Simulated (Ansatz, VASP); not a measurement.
AgCl: VASP beside Ansatz

File INCAR:

```
SYSTEM = AgCl
ALGO = Normal
EDIFF = 1E-6
ENCUT = 520
GGA = CA
GGA_COMPAT = .False.
ISIF = 2
ISMEAR = 0
LASPH = .True.
LCHARG = .True.
LMAXMIX = 4
LORBIT = 11
LORBMOM = .True.
LREAL = .False.
LSORBIT = .True.
LVHAR = .True.
LWAVE = .False.
MAGMOM = 0 0 0 0 0 0
NBANDS = 30
NELM = 150
PREC = Accurate
SIGMA = 0.01
```

The input KPOINTS:

```
k-points
0
Gamma
  8 8 8
  0 0 0
```

File POSCAR:

```
AgCl
1.0
    0.0000000000      2.6770631764      2.6636778605
    2.6770631764      0.0000000000      2.6636778605
    2.6770631764      2.6770631764      0.0000000000
Ag Cl
1 1
Direct
    0.0000000000      0.0000000000      0.0000000000
    0.5000000000      0.5000000000      0.5000000000
```

Input for Ansatz:

```yaml
crystal:
  lattice:
    - [0.0, 2.67706317636, 2.66367786048]
    - [2.67706317636, 0.0, 2.66367786048]
    - [2.67706317636, 2.67706317636, 0.0]
  atoms:
    - { symbol: Ag, position: [0.0, 0.0, 0.0] }
    - { symbol: Cl, position: [0.5, 0.5, 0.5] }
kpoints:
  mp_grid: { grid: [8, 8, 8] }
scf:
  occupations: { method: fixed }
  convergence: { dr2_threshold: 1.0e-10 }
hamiltonian:
  xc: lda
  pseudopotentials: { kind: all_electron, lapw: { basis_error: 0.0005 } }
magnetization:
  noncollinear: true
  spin_orbit: true
output:
  forces: true
  stress: true
  eigenstates:
    kpoints:
      - [0.0, 0.0, 0.0]
      - [0.0, -0.5, 0.0]
      - [-0.5, 0.0, 0.0]
      - [0.0, 0.0, -0.5]
      - [-0.5, -0.5, -0.5]
      - [-0.5, 0.0, -0.5]
      - [0.0, -0.5, -0.5]
      - [-0.5, -0.5, 0.0]
  eigenvalues: true
```

Change from the starting cell: z stretched by -0.5 %, x and y held.

Alike in both runs: task single point; functional LDA; k mesh 8 × 8 × 8; non-collinear spin, spin-orbit coupling.

|  | VASP | Ansatz |
| --- | --- | --- |
| version | VASP 6.6.1 | Ansatz 0.2.0 |
| potentials or method | VASP PAW LDA potentials, release 64 (Ag, Cl), cutoff 520 eV | all-electron LAPW |
| occupations | gaussian, width 0.01 eV | fixed |

|  | VASP | Ansatz | Ansatz less VASP |
| --- | --- | --- | --- |
| pressure (GPa) | 0.3 | 0.3 | -0.01 |
| traceless stress, the component that is largest in VASP (GPa) | 0.15 | 0.15 | -0.002 |

LDA's correlation is that of Perdew and Zunger in VASP and of Perdew and Wang (1992) in Ansatz. Ansatz ran all-electron here, and VASP with PAW potentials.
